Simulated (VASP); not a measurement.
# Cs (Fm-3m) in VASP: relaxation of cell and atoms with LDA

Aim: the relaxation of cell and atoms of Cs with LDA.

Program: VASP 6.6.1. These are calculated values, not measurements. Logs are shortened: lines on timing, memory, paths and dates and some standing lists are left out, and cuts for length are marked.

### Step 1. The cell of the first run

The structure is cubic, space group Fm-3m (No. 225). The conventional cell has a = 7.267 Å, b = 7.267 Å, c = 7.267 Å, α = 90.00°, β = 90.00°, γ = 90.00°.

This isn't the form of Cs at room conditions, which is bcc.

### Step 2. Relaxation of cell and atoms, LDA

File INCAR:

```
PREC = Accurate
ENCUT = 500
EDIFF = 1E-7
ISMEAR = -1
SIGMA = 0.05
LREAL = False
LASPH = True
NELM = 120
ALGO = Normal
ISIF = 3
LWAVE = False
LCHARG = False
IBRION = 2
NSW = 60
EDIFFG = -0.005
GGA_COMPAT = False
NELMIN = 4
```

File KPOINTS:

```
Automatic mesh
0
Gamma
  10 10 10
```

File POSCAR:

```
Cs
1.0
    0.0000000000      3.6337111148      3.6337111148
    3.6337111148      0.0000000000      3.6337111148
    3.6337111148      3.6337111148      0.0000000000
Cs
1
Direct
    0.0000000000      0.0000000000      0.0000000000
```

Potentials or basis: VASP PAW LDA potentials, release 64 (Cs_sv).

The run is started by

```
$ cat potpaw_LDA.64/Cs_sv/POTCAR > POTCAR
$ mpirun -np 1 vasp_std > vasp.out
```

OUTCAR:

```text
PREC = Accurate
   ENCUT = 500
   EDIFF = 1E-7
   ISMEAR = -1
   LREAL = False
   LASPH = True
   NELM = 120
   ISIF = 3
   IBRION = 2
   NSW = 60
   EDIFFG = -0.005
   NELMIN = 4

 ion  position               nearest neighbor table
   1  0.000  0.000  0.000-

  LATTYP: Found a face centered cubic cell.
 ALAT       =     7.2674222296

  Lattice vectors:

 A1 = (   0.0000000000,   3.6337111148,   3.6337111148)
 A2 = (   3.6337111148,   0.0000000000,   3.6337111148)
 A3 = (   3.6337111148,   3.6337111148,   0.0000000000)

Analysis of symmetry for initial positions (statically):
=====================================================================
 Subroutine PRICEL returns:
 Original cell was already a primitive cell.

 Routine SETGRP: Setting up the symmetry group for a
 face centered cubic supercell.

 Subroutine GETGRP returns: Found 48 space group operations
 (whereof 48 operations were pure point group operations)
 out of a pool of 48 trial point group operations.

The static configuration has the point symmetry O_h .

Analysis of symmetry for dynamics (positions and initial velocities):
=====================================================================
 Subroutine PRICEL returns:
 Original cell was already a primitive cell.

 Routine SETGRP: Setting up the symmetry group for a
 face centered cubic supercell.

 Subroutine GETGRP returns: Found 48 space group operations
 (whereof 48 operations were pure point group operations)
 out of a pool of 48 trial point group operations.

The dynamic configuration has the point symmetry O_h .

 Subroutine INISYM returns: Found 48 space group operations
 (whereof 48 operations are pure point group operations),
 and found     1 'primitive' translations

----------------------------------------------------------------------------------------

                                     Primitive cell

  volume of cell :      95.9580

  direct lattice vectors                    reciprocal lattice vectors
     0.000000000  3.633711115  3.633711115    -0.137600372  0.137600372  0.137600372
     3.633711115  0.000000000  3.633711115     0.137600372 -0.137600372  0.137600372
     3.633711115  3.633711115  0.000000000     0.137600372  0.137600372 -0.137600372

  length of vectors
[... 87 lines left out ...]
   ISYM   =      2    0-nonsym 1-usesym 2-fastsym
   POTIM  = 0.5000    time-step for ionic-motion
   TEBEG  =    0.0;   TEEND  =   0.0 temperature during run
   PSTRESS=    0.0 pullay stress
   NELECT =       9.0000    total number of electrons
   NUPDOWN=      -1.0000    fix difference up-down
   EMIN   =  10.00;   EMAX   =-10.00  energy-range for DOS
   EFERMI =   0.00;   METHOD = LEGACY
   ISMEAR =    -1;   SIGMA  =   0.05  broadening in eV -4-tet -1-fermi 0-gaus
   EFERMI_NEDOS =   21; number of points for ismear=-14 and -15
   IALGO  =     38    algorithm
   IMIX   =      4    mixing-type and parameters
     AMIX     =   0.40;   BMIX     =  1.00
     AMIX_MAG =   1.60;   BMIX_MAG =  1.00
  volume/ion in A,a.u.               =      95.96       647.56
  Fermi-wavevector in a.u.,A,eV,Ry     =   0.743810  1.405597  7.527466  0.553253
  Thomas-Fermi vector in A             =   1.839013
   LORBIT       =      0    0 simple, 1 ext, 2 COOP (PROOUT), +10 PAW based schemes
   GGA     = CA    functional components
   LHFCALC =     F    Hartree Fock is set to
   AEXX    =    0.0000 exact exchange contribution
   IVDW    =     0    specifies the selected vdW correction
   LEPSILON=     F    determine dielectric tensor
   LRPA    =     F    only Hartree local field effects (RPA)
 conjugate gradient relaxation of ions
 non-spin polarized calculation
  energy-cutoff  :      500.00
  volume of cell :       95.96
 maximum number of plane-waves:      2454
 NGX is ok and might be reduce to    40
   NGX = 19   NGY = 19   NGZ = 19

--------------------------------------- Ionic step        1  -------------------------------------------

 number of electron       9.0000000 magnetization

 Free energy of the ion-electron system (eV)
  ---------------------------------------------------
  ext. energy  EPLUGINS =         0.00000000
  ---------------------------------------------------
  free energy    TOTEN  =        -0.99692521 eV

  energy without entropy =       -0.98504728  energy(sigma->0) =       -0.99098625

------------------------ aborting loop because EDIFF is reached ----------------------------------------

  FORCE on cell =-STRESS in cart. coord.  units (eV):
  Direction    XX          YY          ZZ          XY          YZ          ZX
  --------------------------------------------------------------------------------------
  -------------------------------------------------------------------------------------
  Total        0.0084184      0.0084184      0.0084184     -0.0000000      0.0000000     -0.0000000
  in kB        0.1405597      0.1405597      0.1405597     -0.0000000      0.0000000     -0.0000000
  external PRESSURE =       0.1405597 kB  Pullay stress =       0.0000000 kB
[... 57 lines left out ...]
--------------------------------------- Ionic step        3  -------------------------------------------

 number of electron       9.0000000 magnetization

 Free energy of the ion-electron system (eV)
  ---------------------------------------------------
  ext. energy  EPLUGINS =         0.00000000
  ---------------------------------------------------
  free energy    TOTEN  =        -0.99694816 eV

  energy without entropy =       -0.98510098  energy(sigma->0) =       -0.99102457

 E-fermi :   0.7481     XC(G=0):  -6.0138

 val. band max:        0.7304259171   @ k =   0.4000   0.4000   0.0000
 cond. band min:       0.8057582842   @ k =   0.5000   0.3000   0.1000
 fundamental gap:      0.0753323671
 Fermi energy:         0.7480996292

 k-point     1 :       0.0000    0.0000    0.0000
  band No.  band energies     occupation
      1     -22.9645      2.00000
      2      -9.6634      2.00000
      3      -9.6634      2.00000
      4      -9.6634      2.00000
      5      -1.1075      2.00000
      6       3.2438      0.00000
      7       3.2438      0.00000
      8       3.2438      0.00000
[... 243 lines left out ...]
 k-point    24 :       0.4000    0.3000    0.0000
  band No.  band energies     occupation
      1     -22.9492      2.00000
      2      -9.8560      2.00000
      3      -9.7409      2.00000
      4      -9.7329      2.00000
      5       0.5627      1.95212
      6       1.8883      0.00000
      7       2.4698      0.00000
      8       4.1544      0.00000

 [... further k-points ...]
[... 5 lines left out ...]
  --------------------------------------------------------------------------------------
  -------------------------------------------------------------------------------------
  Total        0.0011252      0.0011252      0.0011252      0.0000000      0.0000000      0.0000000
  in kB        0.0186953      0.0186953      0.0186953      0.0000000      0.0000000      0.0000000
  external PRESSURE =       0.0186953 kB  Pullay stress =       0.0000000 kB
[... 16 lines left out ...]
  FREE ENERGIE OF THE ION-ELECTRON SYSTEM (eV)
  ---------------------------------------------------
  free  energy   TOTEN  =        -0.9969481584 eV

  energy  without entropy=       -0.9851009835  energy(sigma->0) =       -0.99102457

 reached required accuracy - stopping structural energy minimisation
```

OSZICAR:

```text
N       E                     dE             d eps       ncg     rms          rms(c)
DAV:   1     0.515550412271E+02    0.51555E+02   -0.31182E+03   752   0.787E+02
DAV:   2     0.324541022746E+01   -0.48310E+02   -0.47150E+02   968   0.123E+02
DAV:   3    -0.953042461578E+00   -0.41985E+01   -0.41979E+01   808   0.442E+01
[... 18 lines left out ...]
DAV:   2    -0.997117721704E+00    0.56430E-03   -0.83099E-04   752   0.181E-01    0.504E-02
DAV:   3    -0.996950743099E+00    0.16698E-03   -0.63708E-04   792   0.151E-01    0.967E-03
DAV:   4    -0.996948776755E+00    0.19663E-05   -0.20495E-06   848   0.137E-02    0.589E-03
DAV:   5    -0.996948192093E+00    0.58466E-06   -0.60031E-07   880   0.639E-03    0.777E-04
DAV:   6    -0.996948158355E+00    0.33738E-07   -0.18551E-08   464   0.136E-03
   3 F= -.99694816E+00 E0= -.99102457E+00  d E =-.229438E-04
```

CONTCAR:

```text
Cs
   1.00000000000000
     0.0000000000000000    3.6396141163990516    3.6396141163990516
     3.6396141163990516   -0.0000000000000000    3.6396141163990516
     3.6396141163990516    3.6396141163990516   -0.0000000000000000
  Cs
     1
Direct
     0.0000000000000000    0.0000000000000000    0.0000000000000000

  0.00000000E+00  0.00000000E+00  0.00000000E+00
```

Wall time 35 s (1 thread of AMD EPYC 9R45 (Zen 5), shared host); peak memory 0.17 GiB.

Results:

```yaml
Free_energy: -0.9969 eV
Relaxed_volume: 96.43 Å³/atom
Relaxed_cell: a = 5.147 Å, b = 5.147 Å, c = 5.147 Å, α = 60.00°, β = 60.00°, γ = 60.00°
Space_group_after_relaxing_to_0.1_Å: Fm-3m (No. 225)
Energy_gained_by_relaxing: 0.0 meV/atom
Ionic_steps: 3
Pressure_after_relaxing: 0.0 GPa
Band_gap_on_the_k_mesh: zero (an odd number of electrons rules out a gap without spin polarisation)
```

Final structure:
```
CELL_PARAMETERS angstrom
0.00000 3.63961 3.63961
3.63961 0.00000 3.63961
3.63961 3.63961 0.00000
ATOMIC_POSITIONS crystal
Cs 0.00000 0.00000 0.00000
```

Levels at points of the mesh, in eV from the Fermi level:
```
           k point  band 1  band 2  band 3  band 4  band 5  band 6  band 7  band 8
(0.00, 0.00, 0.00)  -23.71  -10.41  -10.41  -10.41   -1.86    2.50    2.50    2.50
(0.50, 0.00, 0.00)  -23.70  -10.66  -10.44  -10.44   -0.12    1.05    2.34    2.34
(0.50, 0.50, 0.00)  -23.69  -10.65  -10.50  -10.50    0.15    0.91    1.80    4.58
```

Caveat: spin-orbit coupling is left out, which moves the levels of the heavy elements.

The gap in the log of VASP goes by the Fermi energy; the results here count the filled bands.